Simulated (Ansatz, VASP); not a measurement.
BeS: VASP beside Ansatz

```
Be S
1.0
     0.00000    2.45691    2.45691
     2.45691    0.00000    2.45691
     2.45691    2.45691    0.00000
Be S
1 1
Direct
  0.00000 0.00000 0.00000
  0.75000 0.75000 0.75000
```

Alike in both runs: task single point; functional PBEsol; k mesh 9 × 9 × 9; occupations fermi-dirac, width 0.02 eV; no spin polarisation.

|  | VASP | Ansatz |
| --- | --- | --- |
| version | VASP 6.6.1 | Ansatz 0.2.0 |
| potentials or method | VASP PAW PBE potentials, release 64 (Be, S), cutoff 520 eV | all-electron LAPW, scalar-relativistic |

Ansatz gave:

| Quantity | Value |
| --- | --- |
| gap on the k mesh at the Fermi level (eV) | 3.10 |
| pressure (GPa) | -4.2 |

Task: Estimate VASP's values.

Result: gap on the k mesh at the Fermi level (eV): 3.11; pressure (GPa): -4.0.

VASP's potentials were made for PBE, not for PBEsol. Ansatz ran all-electron here, and VASP with PAW potentials.
